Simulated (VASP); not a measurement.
# CoSi2 (Fm-3m) in VASP: a series of runs

CoSi2 is run at these levels: PBE+D3(BJ); tasks: single point, relaxation of cell and atoms.

Everything below comes from runs of VASP 6.6.1. Logs are shortened: lines on timing, memory, paths and dates and some standing lists are left out, and cuts for length are marked.

## 1. The cell of the first run

The structure is cubic, space group Fm-3m (No. 225). Conventional cell: a = 5.365 Å, b = 5.365 Å, c = 5.365 Å, α = 90.00°, β = 90.00°, γ = 90.00°. Within 3.1 Å of Co (site symmetry m-3m) lie 8 Si at 2.32 Å. Within 3.1 Å of Si (site symmetry -43m) lie 4 Co at 2.32 Å and 6 Si at 2.68 Å.

## 2. Single point, PBE+D3(BJ), collinear spin, ferromagnetic start

INCAR reads:

```
SYSTEM = CoSi2
PREC = Accurate
ENCUT = 520
EDIFF = 1E-6
ISMEAR = 0
SIGMA = 0.1
LREAL = .False.
LASPH = .True.
NELM = 150
ALGO = Normal
ISIF = 2
LWAVE = .False.
LCHARG = .False.
ISPIN = 2
MAGMOM = 3 0 0
LORBIT = 11
LMAXMIX = 4
GGA = PE
IVDW = 12
NBANDS = 20
```

KPOINTS reads:

```
Automatic mesh
0
Gamma
  6 6 6
  0 0 0
```

POSCAR reads:

```
CoSi2
1.0
    0.0000000000      2.6825000000      2.6825000000
    2.6825000000      0.0000000000      2.6825000000
    2.6825000000      2.6825000000      0.0000000000
Co Si
1 2
Direct
    0.0000000000      0.0000000000      0.0000000000
    0.2500000000      0.2500000000      0.2500000000
    0.7500000000      0.7500000000      0.7500000000
```

Potentials or basis: VASP PAW PBE potentials, release 64 (Co, Si).

On the command line:

```
> cat potpaw_PBE.64/Co/POTCAR potpaw_PBE.64/Si/POTCAR > POTCAR
> mpirun -np 1 vasp_std > vasp.out
```

OUTCAR:

```text
SYSTEM = CoSi2
   PREC = Accurate
   ENCUT = 520
   EDIFF = 1E-6
   ISMEAR = 0
   LREAL = .False.
   LASPH = .True.
   NELM = 150
   ISIF = 2
   ISPIN = 2
   LORBIT = 11
   GGA = PE
   IVDW = 12
 IVDW          = 12

 ion  position               nearest neighbor table
   1  0.000  0.000  0.000-   3 2.32   3 2.32   3 2.32   2 2.32   3 2.32   2 2.32   2 2.32   2 2.32

   2  0.250  0.250  0.250-   1 2.32   1 2.32   1 2.32   1 2.32   3 2.68   3 2.68   3 2.68   3 2.68
                             3 2.68   3 2.68
   3  0.750  0.750  0.750-   1 2.32   1 2.32   1 2.32   1 2.32   2 2.68   2 2.68   2 2.68   2 2.68
                             2 2.68   2 2.68

  LATTYP: Found a face centered cubic cell.
 ALAT       =     5.3650000000

  Lattice vectors:

 A1 = (   0.0000000000,   2.6825000000,   2.6825000000)
 A2 = (   2.6825000000,   0.0000000000,   2.6825000000)
 A3 = (   2.6825000000,   2.6825000000,   0.0000000000)

Analysis of symmetry for initial positions (statically):
=====================================================================
 Subroutine PRICEL returns:
 Original cell was already a primitive cell.

 Routine SETGRP: Setting up the symmetry group for a
 face centered cubic supercell.

 Subroutine GETGRP returns: Found 48 space group operations
 (whereof 48 operations were pure point group operations)
 out of a pool of 48 trial point group operations.

The static configuration has the point symmetry O_h .

Analysis of symmetry for dynamics (positions and initial velocities):
=====================================================================
 Subroutine PRICEL returns:
 Original cell was already a primitive cell.

 Routine SETGRP: Setting up the symmetry group for a
 face centered cubic supercell.

 Subroutine GETGRP returns: Found 48 space group operations
 (whereof 48 operations were pure point group operations)
 out of a pool of 48 trial point group operations.

The dynamic configuration has the point symmetry O_h .

Analysis of structural, dynamic, and magnetic symmetry:
=====================================================================
 Subroutine PRICEL returns:
 Original cell was already a primitive cell.

 Routine SETGRP: Setting up the symmetry group for a
 face centered cubic supercell.

 Subroutine GETGRP returns: Found 48 space group operations
 (whereof 48 operations were pure point group operations)
 out of a pool of 48 trial point group operations.

The overall configuration has the point symmetry O_h .

 Subroutine INISYM returns: Found 48 space group operations
 (whereof 48 operations are pure point group operations),
 and found     1 'primitive' translations

----------------------------------------------------------------------------------------

                                     Primitive cell

  volume of cell :      38.6055

  direct lattice vectors                    reciprocal lattice vectors
     0.000000000  2.682500000  2.682500000    -0.186393290  0.186393290  0.186393290
     2.682500000  0.000000000  2.682500000     0.186393290 -0.186393290  0.186393290
     2.682500000  2.682500000  0.000000000     0.186393290  0.186393290 -0.186393290

  length of vectors
     3.793627881  3.793627881  3.793627881     0.322842648  0.322842648  0.322842648

  position of ions in fractional coordinates (direct lattice)
     0.000000000  0.000000000  0.000000000
     0.250000000  0.250000000  0.250000000
     0.750000000  0.750000000  0.750000000

  ion indices of the primitive-cell ions
   primitive index   ion index
                 1           1
                 2           2
                 3           3

----------------------------------------------------------------------------------------

 KPOINTS: Automatic mesh

Automatic generation of k-mesh.
 Grid dimensions read from file:
 generate k-points for:    6    6    6

 Generating k-lattice:

  Cartesian coordinates                     Fractional coordinates (reciprocal lattice)
    -0.031065548  0.031065548  0.031065548     0.166666667  0.000000000  0.000000000
     0.031065548 -0.031065548  0.031065548     0.000000000  0.166666667  0.000000000
     0.031065548  0.031065548 -0.031065548     0.000000000  0.000000000  0.166666667

  Length of vectors
     0.053807108  0.053807108  0.053807108

  Shift w.r.t. Gamma in fractional coordinates (k-lattice)
     0.000000000  0.000000000  0.000000000

 Subroutine IBZKPT returns following result:
 ===========================================

 Found     16 irreducible k-points:

 Following reciprocal coordinates:
            Coordinates               Weight
  0.000000  0.000000  0.000000      1.000000
  0.166667  0.000000  0.000000      8.000000
  0.333333  0.000000  0.000000      8.000000
  0.500000  0.000000  0.000000      4.000000
  0.166667  0.166667  0.000000      6.000000
  0.333333  0.166667  0.000000     24.000000
[... 8 lines left out ...]
 -0.333333  0.333333  0.166667     24.000000
 -0.333333  0.500000  0.166667     12.000000
   k-points           NKPTS =     16   k-points in BZ     NKDIM =     16   number of bands    NBANDS=     20
   number of dos      NEDOS =    301   number of ions     NIONS =      3
   total plane-waves  NPLWV =  21952
   dimension x,y,z NGX =    28 NGY =   28 NGZ =   28
   dimension x,y,z NGXF=    56 NGYF=   56 NGZF=   56
   ions per type =               1   2
   NGX,Y,Z   is equivalent  to a cutoff of  12.27, 12.27, 12.27 a.u.
   NGXF,Y,Z  is equivalent  to a cutoff of  24.54, 24.54, 24.54 a.u.
 SYSTEM =  CoSi2
   PREC   = accura    normal or accurate (medium, high low for compatibility)
   ISTART =      0    job   : 0-new  1-cont  2-samecut
   ICHARG =      2    charge: 1-file 2-atom 10-const
   ISPIN  =      2    spin polarized calculation?
   LNONCOLLINEAR =      F non collinear calculations
   LSORBIT =      F    spin-orbit coupling
   LASPH  =      T    aspherical Exc in radial PAW
   ENCUT  =  520.0 eV  38.22 Ry    6.18 a.u.   7.05  7.05  7.05*2*pi/ulx,y,z
   NELM   =    150;   NELMIN=  2; NELMDL= -5     # of ELM steps
   EDIFF  = 0.1E-05   stopping-criterion for ELM
   LREAL  =      F    real-space projection
   EDIFFG = 0.1E-04   stopping-criterion for IOM
   NSW    =      0    number of steps for IOM
   IBRION =     -1    ionic relax: 0-MD 1-quasi-New 2-CG
   NFREE  =      0    steps in history (QN), initial steepest desc. (CG)
   ISIF   =      2    stress and relaxation
   ISYM   =      2    0-nonsym 1-usesym 2-fastsym
   POTIM  = 0.5000    time-step for ionic-motion
   TEBEG  =    0.0;   TEEND  =   0.0 temperature during run
   PSTRESS=    0.0 pullay stress
   NELECT =      17.0000    total number of electrons
   NUPDOWN=      -1.0000    fix difference up-down
   EMIN   =  10.00;   EMAX   =-10.00  energy-range for DOS
   EFERMI =   0.00;   METHOD = LEGACY
   ISMEAR =     0;   SIGMA  =   0.10  broadening in eV -4-tet -1-fermi 0-gaus
   EFERMI_NEDOS =   21; number of points for ismear=-14 and -15
   IALGO  =     38    algorithm
   IMIX   =      4    mixing-type and parameters
     AMIX     =   0.40;   BMIX     =  1.00
     AMIX_MAG =   1.60;   BMIX_MAG =  1.00
  volume/ion in A,a.u.               =      12.87        86.84
  Fermi-wavevector in a.u.,A,eV,Ry     =   1.245493  2.353641 21.106087  1.551254
  Thomas-Fermi vector in A             =   2.379713
   LORBIT       =     11    0 simple, 1 ext, 2 COOP (PROOUT), +10 PAW based schemes
   GGA     = PE    functional components
   LHFCALC =     F    Hartree Fock is set to
   AEXX    =    0.0000 exact exchange contribution
   IVDW    =    12    specifies the selected vdW correction
   LEPSILON=     F    determine dielectric tensor
   LRPA    =     F    only Hartree local field effects (RPA)
 spin polarized calculation
 Gauss-broadening in eV      SIGMA  =   0.10
  energy-cutoff  :      520.00
  volume of cell :       38.61
 maximum number of plane-waves:      1056
   NGX = 15   NGY = 15   NGZ = 15

 number of electron      16.9999994 magnetization       0.0005575

 number of electron      16.9999994 magnetization      -0.0007579

 Free energy of the ion-electron system (eV)
  ---------------------------------------------------
  ext. energy  EPLUGINS =         0.00000000
  ---------------------------------------------------
  free energy    TOTEN  =       -19.28986602 eV

  energy without entropy =      -19.28106402  energy(sigma->0) =      -19.28546502

 E-fermi :  10.1530     XC(G=0): -11.7234

 val. band max:        9.7931376607   @ k =  -0.1667   0.1667   0.0000
 cond. band min:      10.1664139507   @ k =  -0.3333   0.1667   0.0000
 fundamental gap:      0.3732762900
 Fermi energy:        10.1530426001

 spin component 1

 k-point     1 :       0.0000    0.0000    0.0000
  band No.  band energies     occupation
      1      -3.0610      1.00000
      2       5.9726      1.00000
      3       5.9726      1.00000
      4       5.9726      1.00000
      5       8.1391      1.00000
      6       8.1391      1.00000
[... 12 lines left out ...]
     19      20.5509      0.00000
[... 328 lines left out ...]
      3       3.3924      1.00000
      4       4.8855      1.00000
      5       7.3084      1.00000
      6       7.9730      1.00000
[... 12 lines left out ...]
     19      24.7776      0.00000
     20      26.9151      0.00000
 Fermi energy:        10.1530426001

 spin component 2

 k-point     1 :       0.0000    0.0000    0.0000
  band No.  band energies     occupation
      1      -3.0610      1.00000
      2       5.9725      1.00000
      3       5.9725      1.00000
      4       5.9725      1.00000
      5       8.1388      1.00000
      6       8.1388      1.00000
[... 12 lines left out ...]
     19      20.5509      0.00000
[... 329 lines left out ...]
      4       4.8855      1.00000
      5       7.3083      1.00000
      6       7.9728      1.00000
[... 12 lines left out ...]
     19      24.7776      0.00000
     20      26.9150      0.00000

------------------------ aborting loop because EDIFF is reached ----------------------------------------

 Edisp (eV)   -1.31950

 E8    (eV) :    -0.5554

  FORCE on cell =-STRESS in cart. coord.  units (eV):
  Direction    XX          YY          ZZ          XY          YZ          ZX
  --------------------------------------------------------------------------------------
  -------------------------------------------------------------------------------------
  Total      -1.50625    -1.50625    -1.50625     0.00000     0.00000    -0.00000
  in kB     -62.51139   -62.51139   -62.51139     0.00000     0.00000    -0.00000
  external pressure =      -62.51 kB  Pullay stress =        0.00 kB

 VOLUME and BASIS-vectors are now :
 -----------------------------------------------------------------------------
  energy-cutoff  :      520.00
  volume of cell :       38.61
      direct lattice vectors                 reciprocal lattice vectors
     0.000000000  2.682500000  2.682500000    -0.186393290  0.186393290  0.186393290
     2.682500000  0.000000000  2.682500000     0.186393290 -0.186393290  0.186393290
     2.682500000  2.682500000  0.000000000     0.186393290  0.186393290 -0.186393290

 POSITION                                       TOTAL-FORCE (eV/Angst)
 -----------------------------------------------------------------------------------
      0.00000      0.00000      0.00000         0.000000      0.000000      0.000000
      1.34125      1.34125      1.34125         0.000000      0.000000      0.000000
      4.02375      4.02375      4.02375        -0.000000     -0.000000     -0.000000
 -----------------------------------------------------------------------------------
    total drift:                               -0.000000     -0.000000      0.000000

  FREE ENERGIE OF THE ION-ELECTRON SYSTEM (eV)
  ---------------------------------------------------
  free  energy   TOTEN  =       -20.6093654181 eV

  energy  without entropy=      -20.6005634245  energy(sigma->0) =      -20.60496442

 total charge

# of ion       s       p       d       tot
------------------------------------------
    1        0.536   0.713   7.592   8.841
    2        0.718   0.870   0.000   1.587
    3        0.718   0.870   0.000   1.587
--------------------------------------------------
tot          1.971   2.453   7.592  12.016

 magnetization (x)

# of ion       s       p       d       tot
------------------------------------------
    1       -0.000  -0.000  -0.000  -0.000
    2       -0.000  -0.000   0.000  -0.000
    3       -0.000  -0.000   0.000  -0.000
--------------------------------------------------
tot         -0.000  -0.000  -0.000  -0.000
```

Run time: 13 s. Hardware: 1 thread of Intel Xeon 6975P-C (Granite Rapids), shared host; peak memory 0.18 GiB.

Results:

```
Free energy                                           : -20.6094 eV
Pressure                                              : -6.3 GPa
Net moment                                            : 0.00 μB per cell
Valence electrons inside the program's atomic spheres : Co 8.84; Si 1.59
Dispersion energy per atom                            : -0.440 eV
```

Levels at points of the mesh, in eV from the Fermi level:
Spin up:
```csv
k point,band 7,band 8,band 9,band 10,band 11,band 12
"(0.00, 0.00, 0.00)",0.58,3.26,3.26,3.26,3.32,3.32
"(0.50, 0.00, 0.00)",-1.74,-0.60,-0.60,2.55,3.27,3.27
"(0.50, 0.50, 0.00)",-2.06,-2.02,-1.44,1.43,2.80,8.42
```
Spin down:
```
           k point  band 6  band 7  band 8  band 9  band 10  band 11  band 12  band 13
(0.00, 0.00, 0.00)   -2.01    0.58    3.26    3.26     3.26     3.32     3.32     3.32
(0.50, 0.00, 0.00)   -1.74   -1.74   -0.60   -0.60     2.55     3.27     3.27     4.18
(0.50, 0.50, 0.00)   -2.06   -2.06   -2.02   -1.45     1.43     2.80     8.42     9.41
```

Caveat: the starting moments collapsed, and a magnetic state may lie lower; pairwise dispersion overbinds metals, which lowers pressure and volume.

## 3. Single point, PBE+D3(BJ)

This run uses another cell than the first one, of 12.44 Å³/atom, 0.966 times its volume.

INCAR reads:

```
ALGO     = Normal         # electronic algorithm
EDIFF    = 1E-6           # SCF threshold, eV
ENCUT    = 520            # plane-wave cutoff, eV
GGA      = PE             # functional
ISIF     = 2              # what is computed and relaxed
ISMEAR   = 0              # smearing method
IVDW     = 12             # dispersion correction
LASPH    = True           # aspherical terms in the spheres
LCHARG   = False          # write CHGCAR
LREAL    = False          # projectors in reciprocal space
LWAVE    = False          # write WAVECAR
NBANDS   = 16             # bands
NELM     = 60             # most SCF steps
PREC     = Accurate       # precision mode
SIGMA    = 0.1            # smearing width, eV
```

KPOINTS reads:

```
k-points
0
Gamma
  14 14 14
```

POSCAR reads:

```
CoSi2
1.0
    0.0000000000      2.6521152382      2.6521152382
    2.6521152382      0.0000000000      2.6521152382
    2.6521152382      2.6521152382      0.0000000000
Co Si
1 2
Direct
    0.0000000000      0.0000000000      0.0000000000
    0.2500000000      0.2500000000      0.2500000000
    0.7500000000      0.7500000000      0.7500000000
```

Potentials or basis: VASP PAW PBE potentials, release 64 (Co, Si).

On the command line:

```
> cat potpaw_PBE.64/Co/POTCAR potpaw_PBE.64/Si/POTCAR > POTCAR
> mpirun -np 1 vasp_std > vasp.out
```

It took 34 s on 1 thread of AMD EPYC 9R45 (Zen 5), shared host; peak memory 0.18 GiB.

It converged, with:

```
Free energy                : -20.6437 eV
Pressure                   : -0.2 GPa
Dispersion energy per atom : -0.456 eV
```

Levels at points of the mesh, in eV from the Fermi level:
```tsv
k point	band 7	band 8	band 9	band 10	band 11	band 12
(0.00, 0.00, 0.00)	1.04	3.44	3.44	3.44	3.51	3.51
(0.50, 0.00, 0.00)	-1.72	-0.50	-0.50	2.78	3.48	3.48
(0.50, 0.50, 0.00)	-2.05	-2.01	-1.41	1.68	2.93	8.57
```

Caveat: pairwise dispersion overbinds metals, which lowers pressure and volume.

## 4. Relaxation of cell and atoms, PBE+D3(BJ)

INCAR reads:

```
ALGO = Normal ; EDIFF = 1E-6
EDIFFG = -0.005 ; ENCUT = 600
GGA = PE ; IBRION = 2
ISIF = 3 ; ISMEAR = 0
IVDW = 12 ; LASPH = T
LCHARG = F ; LREAL = F
LWAVE = F ; NELM = 80
NSW = 100 ; PREC = Accurate
SIGMA = 0.1
```

KPOINTS is that of step 3.

POSCAR reads:

```
CoSi2
1.0
    0.0000000000      2.6825000000      2.6825000000
    2.6825000000      0.0000000000      2.6825000000
    2.6825000000      2.6825000000      0.0000000000
Co Si
1 2
Direct
    0.0000000000      0.0000000000      0.0000000000
    0.2500000000      0.2500000000      0.2500000000
    0.7500000000      0.7500000000      0.7500000000
```

On the command line:

```
> cat potpaw_PBE.64/Co/POTCAR potpaw_PBE.64/Si/POTCAR > POTCAR
> mpirun -np 1 vasp_std > vasp.out
```

Run time: 1.7 min. Hardware: 1 thread of AMD EPYC 9R45 (Zen 5), shared host; peak memory 0.2 GiB.

The run converged. Its results:

```
Free energy                            : -20.6440 eV
Relaxed volume                         : 12.43 Å³/atom
Relaxed cell                           : a = 3.750 Å, b = 3.750 Å, c = 3.750 Å, α = 60.00°, β = 60.00°, γ = 60.00°
Space group after relaxing (to 0.05 Å) : Fm-3m (No. 225)
Energy gained by relaxing              : 9.1 meV/atom
Ionic steps                            : 5
Pressure after relaxing                : 0.0 GPa
Dispersion energy per atom             : -0.456 eV
```

The path:
```csv
step,energy change (eV),largest force (eV/Å),pressure (GPa),volume (Å³)
1,0.0000,0.0000,-6.31,38.61
2,0.0080,0.0000,8.16,35.84
3,-0.0274,0.0000,-0.20,37.28
4,-0.0274,0.0000,0.08,37.24
5,-0.0274,0.0000,0.00,37.28
```

Final structure:
```xyz
3
Lattice="0.0000 2.6513 2.6513 2.6513 0.0000 2.6513 2.6513 2.6513 0.0000" Properties=species:S:1:pos:R:3 pbc="T T T"
Co    0.0000    2.6513    2.6513
Si    1.3257    1.3257    1.3257
Si    3.9770    3.9770    3.9770
```

Levels at points of the mesh, in eV from the Fermi level:
| k point | band 6 | band 7 | band 8 | band 9 | band 10 | band 11 | band 12 |
| --- | --- | --- | --- | --- | --- | --- | --- |
| (0.00, 0.00, 0.00) | -2.02 | 1.05 | 3.44 | 3.44 | 3.52 | 3.52 | 3.52 |
| (0.50, 0.00, 0.00) | -1.72 | -1.72 | -0.50 | -0.50 | 2.78 | 3.49 | 3.49 |
| (0.50, 0.50, 0.00) | -2.05 | -2.05 | -2.01 | -1.41 | 1.68 | 2.93 | 8.57 |

Caveat: pairwise dispersion overbinds metals, which lowers pressure and volume.
